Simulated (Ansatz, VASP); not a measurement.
SnTe: VASP beside Ansatz

INCAR

```
ALGO = Normal
EDIFF = 1E-7
ENCUT = 520
GGA = PE
ISIF = 2
ISMEAR = 0
IVDW = 13
LASPH = True
LCHARG = False
LREAL = False
LWAVE = False
NBANDS = 17
NELM = 100
PREC = Accurate
SIGMA = 0.05
```

KPOINTS

```
k-points
0
Gamma
  6 6 6
```

The input POSCAR:

```
SnTe
1.0
    0.0000000000      3.1937691525      3.1937691525
    3.1937691525      0.0000000000      3.1937691525
    3.1937691525      3.1937691525      0.0000000000
Sn Te
1 1
Direct
    0.5000000000      0.5000000000      0.5000000000
    0.0000000000      0.0000000000      0.0000000000
```

Input for Ansatz:

```yaml
crystal:
  lattice:
    - [0.0, 3.1937691525, 3.1937691525]
    - [3.1937691525, 0.0, 3.1937691525]
    - [3.1937691525, 3.1937691525, 0.0]
  atoms:
    - { symbol: Sn, position: [0.5, 0.5, 0.5] }
    - { symbol: Te, position: [0.0, 0.0, 0.0] }
basis:
  ecutwfc: 420
  ecutrho_ratio: 4
kpoints:
  mp_grid: { grid: [6, 6, 6] }
hamiltonian:
  xc: pbe
  dispersion: d4
scf:
  occupations: { method: gaussian, width: 0.05 }
output:
  forces: true
  stress: true
  eigenvalues: true
```

Alike in both runs: task single point; functional PBE; dispersion D4; k mesh 6 × 6 × 6; occupations gaussian, width 0.05 eV; no spin polarisation.

```csv
,VASP,Ansatz
version,VASP 6.6.1,Ansatz 0.2.0
potentials or method,"VASP PAW PBE potentials, release 64 (Sn_d, Te), cutoff 520 eV","scalar-relativistic, plane waves, PAW"
valence electrons in the cell,20,30
```

```tsv
	VASP	Ansatz	Ansatz less VASP
gap on the k mesh at the Fermi level (eV)	0.02	0.02	+0.001
least direct gap on the mesh (eV)	0.02	0.02	+0.001
pressure (GPa)	-1.6	-1.6	+0.02
```

VASP's potentials hold 20 valence electrons a cell and Ansatz's 30, so a difference there can come from the potentials and not from the codes.

Spin-orbit coupling is off throughout.
